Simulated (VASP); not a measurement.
# Y2Pt in VASP: notebook, part 2 of 2

VASP 6.6.1. Earlier steps stand in the parts before.

**3. Single point, PBE**

This run uses another cell than the first one, of 180.37 Å³/atom, 0.997 times its volume.

INCAR

```
SYSTEM = Y2Pt
  ALGO = Normal
  DIPOL = 0.5 0.5 0.294
  EDIFF = 1E-6
  ENCUT = 520
  GGA = PE
  IDIPOL = 3
  ISIF = 2
  ISMEAR = 0
  LASPH = .TRUE.
  LCHARG = .TRUE.
  LDIPOL = .TRUE.
  LELF = .TRUE.
  LREAL = .FALSE.
  LVACPOTAV = .TRUE.
  LVHAR = .TRUE.
  LWAVE = .FALSE.
  NBANDS = 23
  NELM = 100
  PREC = Accurate
  SIGMA = 0.1
```

KPOINTS

```
k-points
0
G
  12 12 1
  0 0 0
```

POSCAR

```
Y2Pt
1.0
    5.1238079921      0.0000002626      0.0000000000
   -2.5619042234      4.4373477540      0.0000000000
    0.0000000000      0.0000000000     23.8000000000
Y Pt
2 1
Direct
    0.3333333333      0.6666666667      0.2941176471
    0.6666666667      0.3333333333      0.2941176471
    0.0000000000      0.0000000000      0.2941176471
```

Potentials or basis: VASP PAW PBE potentials, release 64 (Y_sv, Pt).

Started as:

```console
> cat potpaw_PBE.64/Y_sv/POTCAR potpaw_PBE.64/Pt/POTCAR > POTCAR
> mpirun -np 1 vasp_std > vasp.out
```

It took 7.9 min on 1 thread of Intel Xeon Platinum 8375C at 2.90GHz (Ice Lake), shared host; peak memory 0.73 GiB.

The run converged. Its results:

* Free energy: -17.2060 eV
* Band gap on the k mesh: zero (band 16 reaches -2.33 eV, above the bottom of band 17 at -2.63 eV)

Levels at points of the mesh, in eV from the Fermi level:
```csv
k point,band 12,band 13,band 14,band 15,band 16,band 17,band 18,band 19,band 20,band 21
"(0.00, 0.00, 0.00)",-2.64,-2.64,-2.27,-0.02,-0.02,0.26,0.52,0.52,0.67,1.67
"(0.50, 0.00, 0.00)",-2.89,-2.67,-2.01,-1.50,-0.39,-0.19,0.94,1.14,1.41,1.96
```

Caveat: spin-orbit coupling is left out, which moves the levels of the heavy elements.

**4. Single point, PBE**

This run uses another cell than the first one, of 180.37 Å³/atom, 0.997 times its volume.

INCAR

```
ALGO = Normal
DIPOL = 0.5 0.5 0.294
EDIFF = 1E-7
ENCUT = 520
GGA = PE
IDIPOL = 3
ISIF = 2
ISMEAR = 0
LASPH = T
LCHARG = T
LDIPOL = T
LELF = T
LREAL = F
LVACPOTAV = T
LVHAR = T
LWAVE = F
NBANDS = 23
NELM = 100
PREC = Accurate
SIGMA = 0.1
```

KPOINTS

```
k-points
0
Gamma
  6 6 1
```

POSCAR is that of step 3.

Started as:

```console
> cat potpaw_PBE.64/Y_sv/POTCAR potpaw_PBE.64/Pt/POTCAR > POTCAR
> mpirun -np 1 vasp_std > vasp.out
```

Run time: 4.1 min. Hardware: 1 thread of Intel Xeon Platinum 8375C at 2.90GHz (Ice Lake), shared host; peak memory 0.6 GiB.

It converged, with:

| Property | Result |
| --- | --- |
| Free energy | -17.2021 eV |
| Band gap on the k mesh | zero (band 16 reaches -2.36 eV, above the bottom of band 17 at -2.61 eV) |
| Work function of the upper face | 3.72 eV |
| Work function of the lower face | 3.72 eV |

Levels at points of the mesh, in eV from the Fermi level:
| k point | band 12 | band 13 | band 14 | band 15 | band 16 | band 17 | band 18 | band 19 | band 20 | band 21 |
| --- | --- | --- | --- | --- | --- | --- | --- | --- | --- | --- |
| (0.00, 0.00, 0.00) | -2.62 | -2.62 | -2.25 | 0.00 | 0.00 | 0.27 | 0.54 | 0.54 | 0.69 | 1.70 |
| (0.50, 0.00, 0.00) | -2.87 | -2.66 | -2.00 | -1.48 | -0.37 | -0.17 | 0.96 | 1.15 | 1.43 | 1.98 |

Caveat: spin-orbit coupling is left out, which moves the levels of the heavy elements.

**5. Single point, PBE**

This run uses another cell than the first one, of 128.25 Å³/atom, 0.709 times its volume.

INCAR

```
SYSTEM = Y2Pt
PREC     = Accurate       ! precision mode
ENCUT    = 520            ! plane-wave cutoff, eV
EDIFF    = 1E-7           ! SCF threshold, eV
ISMEAR   = 0              ! smearing method
SIGMA    = 0.1            ! smearing width, eV
LREAL    = .False.        ! projectors in reciprocal space
LASPH    = .True.         ! aspherical terms in the spheres
NELM     = 100            ! most SCF steps
ALGO     = Normal         ! electronic algorithm
ISIF     = 2              ! what is computed and relaxed
LWAVE    = .False.        ! write WAVECAR
LCHARG   = .False.        ! write CHGCAR
LDIPOL   = .True.       
IDIPOL   = 3            
DIPOL    = 0.5 0.5 0.500
GGA      = PE             ! functional
NBANDS   = 23             ! bands
```

KPOINTS

```
regular mesh
0
Gamma
  6 6 1
  0 0 0
```

POSCAR

```
Y2Pt
1.0
    5.6332370000      0.0000000000      0.0000000000
   -2.8166190000      4.8785270000      0.0000000000
    0.0000000000      0.0000000000     14.0000000000
Y Pt
2 1
Direct
    0.3333333300      0.6666666700      0.5000000000
    0.6666666700      0.3333333300      0.5000000000
    0.0000000000      0.0000000000      0.5000000000
```

Potentials or basis: VASP PAW PBE potentials, release 64 (Y_sv, Pt).

Started as:

```console
> cat potpaw_PBE.64/Y_sv/POTCAR potpaw_PBE.64/Pt/POTCAR > POTCAR
> mpirun -np 1 vasp_std > vasp.out
```

OUTCAR:

```text
SYSTEM = Y2Pt
   PREC = Accurate
   ENCUT = 520
   EDIFF = 1E-7
   ISMEAR = 0
   LREAL = .False.
   LASPH = .True.
   NELM = 100
   ISIF = 2
   GGA = PE

 ion  position               nearest neighbor table
   1  0.333  0.667  0.500-   2 3.25   3 3.25   3 3.25   2 3.25   2 3.25   3 3.25
   2  0.667  0.333  0.500-   1 3.25   3 3.25   3 3.25   1 3.25   1 3.25   3 3.25
   3  0.000  0.000  0.500-   2 3.25   1 3.25   2 3.25   1 3.25   2 3.25   1 3.25

  LATTYP: Found a hexagonal cell.
 ALAT       =     5.6332370000
 C/A-ratio  =     2.4852495998

  Lattice vectors:

 A1 = (   5.6332370000,   0.0000000000,   0.0000000000)
 A2 = (  -2.8166190000,   4.8785270000,   0.0000000000)
 A3 = (   0.0000000000,   0.0000000000,  14.0000000000)

Analysis of symmetry for initial positions (statically):
=====================================================================
 Subroutine PRICEL returns:
 Original cell was already a primitive cell.

 Routine SETGRP: Setting up the symmetry group for a
 hexagonal supercell.

 Subroutine GETGRP returns: Found 24 space group operations
 (whereof 24 operations were pure point group operations)
[... 154 lines left out ...]
 cond. band min:      -1.6650364521   @ k =   0.3333   0.0000   0.0000
 fundamental gap:      0.0405175245
 Fermi energy:        -1.6890232927

 k-point     1 :       0.0000    0.0000    0.0000
  band No.  band energies     occupation
      1     -45.5191      2.00000
      2     -45.4202      2.00000
      3     -25.6440      2.00000
      4     -25.5844      2.00000
      5     -25.5844      2.00000
      6     -25.5305      2.00000
[... 171 lines left out ...]
     22      -0.3889      0.00000
     23       0.3855      0.00000

------------------------ aborting loop because EDIFF is reached ----------------------------------------

 vacuum level on the upper side and lower side of the slab       (xc-potential included)        -0.151        -0.151

  FORCE on cell =-STRESS in cart. coord.  units (eV):
  Direction    XX          YY          ZZ          XY          YZ          ZX
  --------------------------------------------------------------------------------------
  -------------------------------------------------------------------------------------
  Total       -8.0735246     -8.0735267     -0.0139538      0.0000008      0.0000000      0.0000000
  in kB      -33.6200985    -33.6201075     -0.0581071      0.0000034      0.0000000      0.0000000
  external PRESSURE =     -22.4327710 kB  Pullay stress =       0.0000000 kB

 VOLUME and BASIS-vectors are now :
 -----------------------------------------------------------------------------
  energy-cutoff  :      520.00
  volume of cell :      384.75
      direct lattice vectors                 reciprocal lattice vectors
     5.633237000  0.000000000  0.000000000     0.177517829  0.102489971  0.000000000
    -2.816619000  4.878527000  0.000000000     0.000000000  0.204979905  0.000000000
     0.000000000  0.000000000 14.000000000     0.000000000  0.000000000  0.071428571

 POSITION                                       TOTAL-FORCE (eV/Angst)
 -----------------------------------------------------------------------------------
     -0.00000      3.25235      7.00000        -0.000000      0.000000      0.000000
      2.81662      1.62618      7.00000         0.000000     -0.000000      0.000000
      0.00000      0.00000      7.00000        -0.000000      0.000000      0.000000
 -----------------------------------------------------------------------------------
    total drift:                               -0.000000      0.000000      0.000000

  FREE ENERGIE OF THE ION-ELECTRON SYSTEM (eV)
  ---------------------------------------------------
  free  energy   TOTEN  =       -16.3624394479 eV

  energy  without entropy=      -16.3075265706  energy(sigma->0) =      -16.33498301

 vacuum level on the upper side and lower side of the slab         1.706         1.706
```

OSZICAR:

```text
N       E                     dE             d eps       ncg     rms          rms(c)
DAV:   1     0.118441977807E+03    0.11844E+03   -0.13894E+04   442   0.105E+03
DAV:   2    -0.801433378869E+00   -0.11924E+03   -0.11144E+03   401   0.208E+02
DAV:   3    -0.172249269369E+02   -0.16423E+02   -0.15890E+02   596   0.457E+01
[... 16 lines left out ...]
DAV:  20    -0.163624339355E+02   -0.19608E-04   -0.15288E-06   378   0.792E-03    0.539E-03
DAV:  21    -0.163624388748E+02   -0.49393E-05   -0.11010E-06   280   0.532E-03    0.127E-03
DAV:  22    -0.163624393042E+02   -0.42940E-06   -0.17111E-07   307   0.210E-03    0.192E-03
DAV:  23    -0.163624394331E+02   -0.12891E-06   -0.19714E-08   238   0.840E-04    0.760E-04
DAV:  24    -0.163624394479E+02   -0.14802E-07   -0.13521E-08   161   0.622E-04
   1 F= -.16362439E+02 E0= -.16334983E+02  d E =-.549129E-01
```

Run time: 2.8 min. Hardware: 1 thread of Intel Xeon Platinum 8375C at 2.90GHz (Ice Lake), shared host; peak memory 0.47 GiB.

Results:

```
Free energy            : -16.3624 eV
Band gap on the k mesh : zero (band 16 reaches -1.65 eV, above the bottom of band 17 at -2.09 eV)
```

Levels at points of the mesh, in eV from the Fermi level:
| k point | band 14 | band 15 | band 16 | band 17 | band 18 | band 19 |
| --- | --- | --- | --- | --- | --- | --- |
| (0.00, 0.00, 0.00) | -1.72 | -0.07 | -0.07 | 0.33 | 0.46 | 0.46 |
| (0.50, 0.00, 0.00) | -1.86 | -1.57 | -0.16 | -0.05 | 0.64 | 0.65 |

Caveat: spin-orbit coupling is left out, which moves the levels of the heavy elements.

**6. Single point, PBE**

This run uses another cell than the first one, of 128.25 Å³/atom, 0.709 times its volume.

INCAR

```
ALGO = Normal
DIPOL = 0.5 0.5 0.500
EDIFF = 1E-6
ENCUT = 520
GGA = PE
IDIPOL = 3
ISIF = 2
ISMEAR = 0
LASPH = T
LCHARG = F
LDIPOL = T
LREAL = F
LWAVE = F
NBANDS = 23
NELM = 100
PREC = Accurate
SIGMA = 0.1
```

KPOINTS

```
k-points
0
Gamma
  6 6 1
```

POSCAR is that of step 5.

Potentials or basis: VASP PAW PBE potentials, release 64 (Y_sv, Pt).

Started as:

```console
> cat potpaw_PBE.64/Y_sv/POTCAR potpaw_PBE.64/Pt/POTCAR > POTCAR
> mpirun -np 1 vasp_std > vasp.out
```

Run time: 2.4 min. Hardware: 1 thread of Intel Xeon Platinum 8375C at 2.90GHz (Ice Lake), shared host; peak memory 0.48 GiB.

The run converged. Its results:

| Property | Result |
| --- | --- |
| Free energy | -16.3624 eV |
| Band gap on the k mesh | zero (band 16 reaches -1.65 eV, above the bottom of band 17 at -2.09 eV) |

Levels at points of the mesh, in eV from the Fermi level:
| k point | band 14 | band 15 | band 16 | band 17 | band 18 | band 19 |
| --- | --- | --- | --- | --- | --- | --- |
| (0.00, 0.00, 0.00) | -1.72 | -0.07 | -0.07 | 0.33 | 0.46 | 0.46 |
| (0.50, 0.00, 0.00) | -1.86 | -1.57 | -0.16 | -0.05 | 0.64 | 0.65 |

Caveat: spin-orbit coupling is left out, which moves the levels of the heavy elements.

**7. Summary**

| cell | k mesh | gap on the mesh (eV) |
| --- | --- | --- |
| a = 5.132, b = 5.132, c = 23.800 Å, angles 90.0, 90.0, 120.0°, 3 atoms | 12 × 12 × 1 | none |
| a = 5.124, b = 5.124, c = 23.800 Å, angles 90.0, 90.0, 120.0°, 3 atoms | 12 × 12 × 1 | none |
| a = 5.124, b = 5.124, c = 23.800 Å, angles 90.0, 90.0, 120.0°, 3 atoms | 6 × 6 × 1 | none |
| a = 5.633, b = 5.633, c = 14.000 Å, angles 90.0, 90.0, 120.0°, 3 atoms | 6 × 6 × 1 | none |

Alike in all rows: task single point; level PBE; potentials or basis VASP PAW PBE potentials, release 64 (Y_sv, Pt); no spin polarisation; cutoff (eV) 520; smearing gaussian 0.1 eV.

Caveats: spin-orbit coupling is left out, which moves the levels of the heavy elements.

Total energies depend on the potentials used, so only differences within one code and one set of settings carry meaning.
